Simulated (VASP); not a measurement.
# Pb (Fm-3m) in VASP: a series of runs

Runs on Pb. Level: r2SCAN. Tasks: single point.

Program: VASP 6.6.1. These are calculated values, not measurements. Logs are shortened: lines on timing, memory, paths and dates and some standing lists are left out, and cuts for length are marked.

**1. The cell of the first run**

It takes space group Fm-3m (No. 225, cubic). The conventional cell has a = 4.989 Å, b = 4.989 Å, c = 4.989 Å, α = 90.00°, β = 90.00°, γ = 90.00°. Pb (site symmetry m-3m) has 12 Pb at 3.53 Å within 4.6 Å.

**2. Single point, r2SCAN**

File POSCAR:

```
Pb
1.0
    0.0000000000      2.4946408835      2.4946408835
    2.4946408835      0.0000000000      2.4946408835
    2.4946408835      2.4946408835      0.0000000000
Pb
1
Direct
    0.0000000000      0.0000000000      0.0000000000
```

File INCAR.step1:

```
SYSTEM = Pb
PREC = Accurate
ENCUT = 520
ISMEAR = -1
SIGMA = 0.1
LREAL = .FALSE.
LASPH = .TRUE.
NELM = 80
NBANDS = 13
GGA = PE
ALGO = Normal
EDIFF = 1E-4
LWAVE = .TRUE.
LCHARG = .FALSE.
```

File INCAR.step2:

```
SYSTEM = Pb
PREC = Accurate
ENCUT = 520
EDIFF = 1E-7
ISMEAR = -1
SIGMA = 0.1
LREAL = .FALSE.
LASPH = .TRUE.
NELM = 80
ALGO = Normal
ISIF = 2
LWAVE = .FALSE.
LCHARG = .FALSE.
METAGGA = R2SCAN
LMIXTAU = .TRUE.
NBANDS = 13
ISTART = 1
```

File KPOINTS:

```
Automatic mesh
0
G
  2 2 2
  0 0 0
```

Potentials or basis: VASP PAW PBE potentials, release 64 (Pb_d).

The run is started by

```
cat potpaw_PBE.64/Pb_d/POTCAR > POTCAR
cp INCAR.step1 INCAR
mpirun -np 1 vasp_std > vasp.out
cp INCAR.step2 INCAR
mpirun -np 1 vasp_std > vasp.out
```

OUTCAR:

```text
SYSTEM = Pb
   PREC = Accurate
   ENCUT = 520
   EDIFF = 1E-7
   ISMEAR = -1
   LREAL = .FALSE.
   LASPH = .TRUE.
   NELM = 80
   ISIF = 2
   METAGGA = R2SCAN
   ISTART = 1

 ion  position               nearest neighbor table
   1  0.000  0.000  0.000-

  LATTYP: Found a face centered cubic cell.
 ALAT       =     4.9892817670

  Lattice vectors:

 A1 = (   0.0000000000,   2.4946408835,   2.4946408835)
 A2 = (   2.4946408835,   0.0000000000,   2.4946408835)
 A3 = (   2.4946408835,   2.4946408835,   0.0000000000)

Analysis of symmetry for initial positions (statically):
=====================================================================
 Subroutine PRICEL returns:
 Original cell was already a primitive cell.

 Routine SETGRP: Setting up the symmetry group for a
 face centered cubic supercell.

 Subroutine GETGRP returns: Found 48 space group operations
 (whereof 48 operations were pure point group operations)
 out of a pool of 48 trial point group operations.

The static configuration has the point symmetry O_h .

Analysis of symmetry for dynamics (positions and initial velocities):
=====================================================================
 Subroutine PRICEL returns:
 Original cell was already a primitive cell.

 Routine SETGRP: Setting up the symmetry group for a
 face centered cubic supercell.

 Subroutine GETGRP returns: Found 48 space group operations
 (whereof 48 operations were pure point group operations)
 out of a pool of 48 trial point group operations.

The dynamic configuration has the point symmetry O_h .

 Subroutine INISYM returns: Found 48 space group operations
 (whereof 48 operations are pure point group operations),
 and found     1 'primitive' translations

----------------------------------------------------------------------------------------

                                     Primitive cell

  volume of cell :      31.0495

  direct lattice vectors                    reciprocal lattice vectors
     0.000000000  2.494640883  2.494640883    -0.200429650  0.200429650  0.200429650
     2.494640883  0.000000000  2.494640883     0.200429650 -0.200429650  0.200429650
     2.494640883  2.494640883  0.000000000     0.200429650  0.200429650 -0.200429650

  length of vectors
     3.527954971  3.527954971  3.527954971     0.347154338  0.347154338  0.347154338

[... 61 lines left out ...]
   NFREE  =      0    steps in history (QN), initial steepest desc. (CG)
   ISIF   =      2    stress and relaxation
   ISYM   =      2    0-nonsym 1-usesym 2-fastsym
   POTIM  = 0.5000    time-step for ionic-motion
   TEBEG  =    0.0;   TEEND  =   0.0 temperature during run
   PSTRESS=    0.0 pullay stress
   NELECT =      14.0000    total number of electrons
   NUPDOWN=      -1.0000    fix difference up-down
   EMIN   =  10.00;   EMAX   =-10.00  energy-range for DOS
   EFERMI =   0.00;   METHOD = LEGACY
   ISMEAR =    -1;   SIGMA  =   0.10  broadening in eV -4-tet -1-fermi 0-gaus
   EFERMI_NEDOS =   21; number of points for ismear=-14 and -15
   IALGO  =     38    algorithm
   IMIX   =      4    mixing-type and parameters
     AMIX     =   0.40;   BMIX     =  1.00
     AMIX_MAG =   1.60;   BMIX_MAG =  1.00
  volume/ion in A,a.u.               =      31.05       209.53
  Fermi-wavevector in a.u.,A,eV,Ry     =   1.255354  2.372275 21.441600  1.575913
  Thomas-Fermi vector in A             =   2.389115
   LORBIT       =      0    0 simple, 1 ext, 2 COOP (PROOUT), +10 PAW based schemes
   METAGGA = R2SCAN    functional components
   LHFCALC =     F    Hartree Fock is set to
   AEXX    =    0.0000 exact exchange contribution
   IVDW    =     0    specifies the selected vdW correction
   LEPSILON=     F    determine dielectric tensor
   LRPA    =     F    only Hartree local field effects (RPA)
 non-spin polarized calculation
  energy-cutoff  :      520.00
  volume of cell :       31.05
 maximum number of plane-waves:       869
 NGX is ok and might be reduce to    28
   NGX = 13   NGY = 13   NGZ = 13

 number of electron      14.0000000 magnetization

 Free energy of the ion-electron system (eV)
  ---------------------------------------------------
  ext. energy  EPLUGINS =         0.00000000
  ---------------------------------------------------
  free energy    TOTEN  =       -58.07756690 eV

  energy without entropy =      -58.00998272  energy(sigma->0) =      -58.04377481

 E-fermi :   8.8790     XC(G=0): -10.8578

 val. band max:        3.5389267914   @ k =   0.5000   0.5000   0.0000
 cond. band min:       9.0399079407   @ k =   0.5000   0.5000   0.0000
 fundamental gap:      5.5009811493
 Fermi energy:         8.8789652055

 k-point     1 :       0.0000    0.0000    0.0000
  band No.  band energies     occupation
      1     -10.7997      2.00000
      2     -10.7997      2.00000
      3     -10.7997      2.00000
      4     -10.6635      2.00000
      5     -10.6635      2.00000
      6      -5.2280      2.00000
      7      14.5302      0.00000
      8      14.5302      0.00000
      9      14.5303      0.00000
     10      17.3875      0.00000
     11      18.9824      0.00000
     12      19.8671      0.00000
     13      19.8671      0.00000
[... 18 lines left out ...]
  band No.  band energies     occupation
      1     -10.9634      2.00000
      2     -10.8719      2.00000
      3     -10.5395      2.00000
      4     -10.4900      2.00000
      5     -10.4900      2.00000
      6      -0.0610      2.00000
      7       3.5389      2.00000
      8       9.0399      0.33334
      9       9.0399      0.33333
     10      12.8338      0.00000
     11      13.8733      0.00000
     12      26.1429      0.00000
     13      28.2558      0.00000

------------------------ aborting loop because EDIFF is reached ----------------------------------------

  FORCE on cell =-STRESS in cart. coord.  units (eV):
  Direction    XX          YY          ZZ          XY          YZ          ZX
  --------------------------------------------------------------------------------------
  -------------------------------------------------------------------------------------
  Total       -1.7041043     -1.7041043     -1.7041043     -0.0000000     -0.0000000     -0.0000000
  in kB      -87.9331531    -87.9331531    -87.9331531     -0.0000000     -0.0000000     -0.0000000
  external PRESSURE =     -87.9331531 kB  Pullay stress =       0.0000000 kB

 VOLUME and BASIS-vectors are now :
 -----------------------------------------------------------------------------
  energy-cutoff  :      520.00
  volume of cell :       31.05
      direct lattice vectors                 reciprocal lattice vectors
     0.000000000  2.494640883  2.494640883    -0.200429650  0.200429650  0.200429650
     2.494640883  0.000000000  2.494640883     0.200429650 -0.200429650  0.200429650
     2.494640883  2.494640883  0.000000000     0.200429650  0.200429650 -0.200429650

 POSITION                                       TOTAL-FORCE (eV/Angst)
 -----------------------------------------------------------------------------------
      0.00000      0.00000      0.00000         0.000000      0.000000      0.000000
 -----------------------------------------------------------------------------------
    total drift:                               -0.000000     -0.000000     -0.000000

  FREE ENERGIE OF THE ION-ELECTRON SYSTEM (eV)
  ---------------------------------------------------
  free  energy   TOTEN  =       -58.0775668975 eV

  energy  without entropy=      -58.0099827162  energy(sigma->0) =      -58.04377481
```

OUTCAR.step1:

```text
SYSTEM = Pb
   PREC = Accurate
   ENCUT = 520
   ISMEAR = -1
   LREAL = .FALSE.
   LASPH = .TRUE.
[... 241 lines left out ...]
 -----------------------------------------------------------------------------------
      0.00000      0.00000      0.00000         0.000000      0.000000      0.000000
 -----------------------------------------------------------------------------------
    total drift:                               -0.000000     -0.000000     -0.000000

  FREE ENERGIE OF THE ION-ELECTRON SYSTEM (eV)
  ---------------------------------------------------
  free  energy   TOTEN  =        -5.2587560754 eV

  energy  without entropy=       -5.1911718940  energy(sigma->0) =       -5.22496398
```

OSZICAR.step1:

```text
N       E                     dE             d eps       ncg     rms          rms(c)
DAV:   1     0.104455991097E+03    0.10446E+03   -0.72006E+03    78   0.127E+03
DAV:   2     0.124953472349E+00   -0.10433E+03   -0.10102E+03    83   0.307E+02
DAV:   3    -0.515375744434E+01   -0.52787E+01   -0.52548E+01   106   0.761E+01
DAV:   4    -0.526746173506E+01   -0.11370E+00   -0.11368E+00    88   0.114E+01
DAV:   5    -0.527245604691E+01   -0.49943E-02   -0.49943E-02   109   0.224E+00    0.602E-01
DAV:   6    -0.526083607932E+01    0.11620E-01   -0.15705E-02    88   0.230E+00    0.304E-01
DAV:   7    -0.525873471158E+01    0.21014E-02   -0.68176E-03    98   0.137E+00    0.110E-01
DAV:   8    -0.525875607536E+01   -0.21364E-04   -0.34652E-04    93   0.303E-01
   1 F= -.52587561E+01 E0= -.52249640E+01  d E =-.675842E-01
```

It took 12 s on 1 thread of Intel Xeon Platinum 8488C (Sapphire Rapids), shared host; peak memory 0.15 GiB.

Results:

```
Free energy            : -58.0776 eV
Pressure               : -8.8 GPa
Band gap on the k mesh : zero (band 7 reaches 14.53 eV, above the bottom of band 8 at 9.04 eV)
```

Caveat: the k points lie up to 1.09 Å⁻¹ apart; the PAW data sets were made with another functional, which shifts forces and pressure a little; spin-orbit coupling is left out, which moves the levels of the heavy elements.

**3. Single point, r2SCAN**

POSCAR is that of step 2.

File INCAR.step1:

```
SYSTEM = Pb
ALGO = Normal
EDIFF = 1E-4
ENCUT = 520
GGA = PE
ISMEAR = -1
LASPH = .TRUE.
LCHARG = .FALSE.
LREAL = .FALSE.
LWAVE = .TRUE.
NBANDS = 13
NELM = 100
PREC = Accurate
SIGMA = 0.1
```

File INCAR.step2:

```
SYSTEM = Pb
ALGO = Normal
EDIFF = 1E-7
ENCUT = 520
ISIF = 2
ISMEAR = -1
ISTART = 1
LASPH = .TRUE.
LCHARG = .FALSE.
LMIXTAU = .TRUE.
LREAL = .FALSE.
LWAVE = .FALSE.
METAGGA = R2SCAN
NBANDS = 13
NELM = 100
PREC = Accurate
SIGMA = 0.1
```

File KPOINTS:

```
k-points
0
G
  3 3 3
  0 0 0
```

Potentials or basis: VASP PAW PBE potentials, release 64 (Pb_d).

The run is started by

```
cat potpaw_PBE.64/Pb_d/POTCAR > POTCAR
cp INCAR.step1 INCAR
mpirun -np 1 vasp_std > vasp.out
cp INCAR.step2 INCAR
mpirun -np 1 vasp_std > vasp.out
```

Run time: 17 s. Hardware: 1 thread of Intel Xeon Platinum 8488C (Sapphire Rapids), shared host; peak memory 0.15 GiB.

The run converged. Its results:

```
Free energy            : -56.0385 eV
Pressure               : -0.8 GPa
Band gap on the k mesh : zero (band 7 reaches 14.48 eV, above the bottom of band 8 at 5.36 eV)
```

Levels at points of the mesh, in eV from the Fermi level:
```csv
k point,band 2,band 3,band 4,band 5,band 6,band 7,band 8,band 9,band 10,band 11
"(0.00, 0.00, 0.00)",-16.30,-16.30,-16.16,-16.16,-10.69,9.00,9.00,9.00,11.92,13.37
```

Caveat: the k points lie up to 0.73 Å⁻¹ apart; the PAW data sets were made with another functional, which shifts forces and pressure a little; spin-orbit coupling is left out, which moves the levels of the heavy elements.

**4. Single point, r2SCAN**

POSCAR is that of step 3.

File INCAR.step1:

```
SYSTEM = Pb
ALGO = Normal ; EDIFF = 1E-4
ENCUT = 520 ; GGA = PE
ISMEAR = -1 ; LASPH = .TRUE.
LCHARG = .FALSE. ; LREAL = .FALSE.
LWAVE = .TRUE. ; NBANDS = 13
NELM = 80 ; PREC = Accurate
SIGMA = 0.1
```

File INCAR.step2:

```
SYSTEM = Pb
ALGO = Normal ; EDIFF = 1E-7
ENCUT = 520 ; ISIF = 2
ISMEAR = -1 ; ISTART = 1
LASPH = .TRUE. ; LCHARG = .FALSE.
LMIXTAU = .TRUE. ; LREAL = .FALSE.
LWAVE = .FALSE. ; METAGGA = R2SCAN
NBANDS = 13 ; NELM = 80
PREC = Accurate ; SIGMA = 0.1
```

File KPOINTS:

```
k-points
0
G
  4 4 4
  0 0 0
```

The run is started by

```
cat potpaw_PBE.64/Pb_d/POTCAR > POTCAR
cp INCAR.step1 INCAR
mpirun -np 1 vasp_std > vasp.out
cp INCAR.step2 INCAR
mpirun -np 1 vasp_std > vasp.out
```

Wall time 15 s (1 thread of Intel Xeon Platinum 8488C (Sapphire Rapids), shared host); peak memory 0.16 GiB.

It converged, with:

```
Free energy            : -56.1206 eV
Pressure               : -0.1 GPa
Band gap on the k mesh : zero (band 7 reaches 14.48 eV, above the bottom of band 8 at 5.55 eV)
```

Levels at points of the mesh, in eV from the Fermi level:
```csv
k point,band 3,band 4,band 5,band 6,band 7,band 8,band 9,band 10,band 11,band 12
"(0.00, 0.00, 0.00)",-18.16,-18.02,-18.02,-12.56,7.10,7.10,7.10,10.05,11.53,12.49
"(0.50, 0.00, 0.00)",-18.14,-17.88,-17.88,-8.89,-4.69,5.23,5.23,9.45,9.53,11.22
"(0.50, 0.50, 0.00)",-17.89,-17.85,-17.85,-7.45,-3.77,1.66,1.66,5.37,6.57,18.72
```

Caveat: the k points lie up to 0.55 Å⁻¹ apart; the PAW data sets were made with another functional, which shifts forces and pressure a little; spin-orbit coupling is left out, which moves the levels of the heavy elements.

**5. Overview**

```tsv
k mesh	gap on the mesh (eV)	pressure (GPa)
2 × 2 × 2	none	-8.8
3 × 3 × 3	none	-0.8
4 × 4 × 4	none	-0.1
```

Alike in all rows: task single point; level r2SCAN; potentials or basis VASP PAW PBE potentials, release 64 (Pb_d); no spin polarisation; cell as given; cutoff (eV) 520; smearing fermi-dirac 0.1 eV.

Caveats: all runs use coarse meshes; the PAW data sets were made with another functional, which shifts forces and pressure a little; spin-orbit coupling is left out, which moves the levels of the heavy elements.

Total energies depend on the potentials used, so only differences within one code and one set of settings carry meaning.
